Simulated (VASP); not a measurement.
The system is In3Se.

```
In Se
1.0
     4.80376    0.00000    0.00000
     0.00000    4.80376    0.00000
     0.00000    0.00000    4.80376
In Se
3 1
Direct
  0.00000 0.50000 0.50000
  0.50000 0.00000 0.50000
  0.50000 0.50000 0.00000
  0.00000 0.00000 0.00000
```

```yaml
Program: VASP 6.6.1
Task: relaxation of cell and atoms
Functional: r2SCAN
Potentials_or_basis: VASP PAW PBE potentials, release 64 (In_d, Se)
Cutoff: 600 eV
k_mesh: 10 × 10 × 10
Occupations: gaussian, width 0.1 eV
Spin: no spin polarisation
```

At the start: pressure -1.2 GPa; volume 27.71 Å³/atom.

Task: Where does the relaxation end?

Result: Over 3 steps the energy falls by 4.0 meV/atom and the volume is 26.74 Å³/atom (-3.5 %); space group Pm-3m (No. 221, to 0.1 Å) before and after.

Step by step:
```csv
step,energy change (eV),largest force (eV/Å),pressure (GPa),volume (Å³)
1,0.0000,0.0000,-1.25,110.85
2,-0.0156,0.0000,-0.17,107.43
3,-0.0159,0.0000,-0.01,106.95
```

Final structure:
```xyz
4
Lattice="4.7468 0.0000 0.0000 0.0000 4.7468 0.0000 0.0000 0.0000 4.7468" Properties=species:S:1:pos:R:3 pbc="T T T"
In    0.0000    2.3734    2.3734
In    2.3734    0.0000    2.3734
In    2.3734    2.3734    0.0000
Se    0.0000    0.0000    0.0000
```

Caveat: the PAW data sets were made with another functional, which shifts forces and pressure a little.
